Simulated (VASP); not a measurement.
A run of VASP 6.6.1 is set up as follows.

INCAR

```
SYSTEM = ZnCd2Se2S
ALGO = Normal
EDIFF = 1E-6
ENCUT = 520
GGA = PE
ISIF = 2
ISMEAR = 0
LASPH = .True.
LCHARG = .False.
LREAL = .False.
LWAVE = .False.
NBANDS = 36
NELM = 80
PREC = Accurate
SIGMA = 0.1
```

File KPOINTS:

```
k-points
0
Gamma
  4 4 4
  0 0 0
```

The input POSCAR:

```
ZnCd2Se2S
1.0
    5.1557617509      0.0000000000      0.0000000000
    0.0000000000      5.1557617509      0.0000000000
    0.0000000000      0.0000000000      5.5728112729
Zn Cd Se S
1 2 2 1
Direct
    0.0000000000      0.0000000000      0.5000000000
    0.5000000000      0.5000000000      0.7384913399
    0.5000000000      0.5000000000      0.2615086601
    0.5000000000      0.0000000000      0.0000000000
    0.0000000000      0.5000000000      0.0000000000
    0.0000000000      0.0000000000      0.0000000000
```

Potentials or basis: VASP PAW PBE potentials, release 64 (Zn, Cd, Se, S).

Command:

```sh
$ cat potpaw_PBE.64/Zn/POTCAR potpaw_PBE.64/Cd/POTCAR potpaw_PBE.64/Se/POTCAR potpaw_PBE.64/S/POTCAR > POTCAR
$ mpirun -np 1 vasp_std > vasp.out
```

Problem. What does it give for the pressure?

Solution. 0.4 GPa.

Problem. Predict the band gap on the k mesh.

Solution. Zero (bands 27 and 28 overlap by 1.98 eV).

Stress tensor (GPa, compression positive):
```
0.41 0.00 0.00
0.00 0.41 0.00
0.00 0.00 0.24
```
